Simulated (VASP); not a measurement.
Input of a VASP 6.6.1 run:

POSCAR

```
K
1.0
    4.5259614645      0.0000000000      0.0000000000
    0.0000000000      4.5259614645      0.0000000000
    0.0000000000      0.0000000000      4.3104394900
K
1
Direct
    0.0000000000      0.0000000000      0.0000000000
```

Contents of INCAR.step1:

```
PREC     = Accurate       # precision mode
ENCUT    = 520            # plane-wave cutoff, eV
ISMEAR   = 0              # smearing method
SIGMA    = 0.15           # smearing width, eV
LREAL    = False          # projectors in reciprocal space
LASPH    = True           # aspherical terms in the spheres
NELM     = 100            # most SCF steps
NBANDS   = 10             # bands
GGA      = PE             # functional
ALGO     = Normal         # electronic algorithm
EDIFF    = 1E-4           # SCF threshold, eV
LWAVE    = True           # write WAVECAR
LCHARG   = False          # write CHGCAR
```

The input INCAR.step2:

```
PREC     = Accurate       # precision mode
ENCUT    = 520            # plane-wave cutoff, eV
EDIFF    = 1E-6           # SCF threshold, eV
ISMEAR   = 0              # smearing method
SIGMA    = 0.15           # smearing width, eV
LREAL    = False          # projectors in reciprocal space
LASPH    = True           # aspherical terms in the spheres
NELM     = 100            # most SCF steps
ALGO     = Normal         # electronic algorithm
ISIF     = 2              # what is computed and relaxed
LWAVE    = False          # write WAVECAR
LCHARG   = True           # write CHGCAR
METAGGA  = R2SCAN         # meta-GGA
LMIXTAU  = True         
LELF     = True           # ELF
LVHAR    = True         
NBANDS   = 10             # bands
ISTART   = 1
```

The input KPOINTS:

```
regular mesh
0
Gamma
  12 12 12
```

Potentials or basis: VASP PAW PBE potentials, release 64 (K_sv).

The run is started by

```bash
$ cat potpaw_PBE.64/K_sv/POTCAR > POTCAR
$ cp INCAR.step1 INCAR
$ mpirun -np 1 vasp_std > vasp.out
$ cp INCAR.step2 INCAR
$ mpirun -np 1 vasp_std > vasp.out
```

**Question.** Estimate the pressure.

**Answer.** -0.2 GPa.

**Question.** Estimate the band gap on the k mesh.

**Answer.** Zero (an odd number of electrons rules out a gap without spin polarisation).

Stress tensor (GPa, compression positive):
```
-0.38  0.00  0.00
 0.00 -0.38  0.00
 0.00  0.00  0.04
```

Caveat: the cell differs from its parent crystal (strain +0.050 along x and y, +0.000 along z); the PAW data sets were made with another functional, which shifts forces and pressure a little.
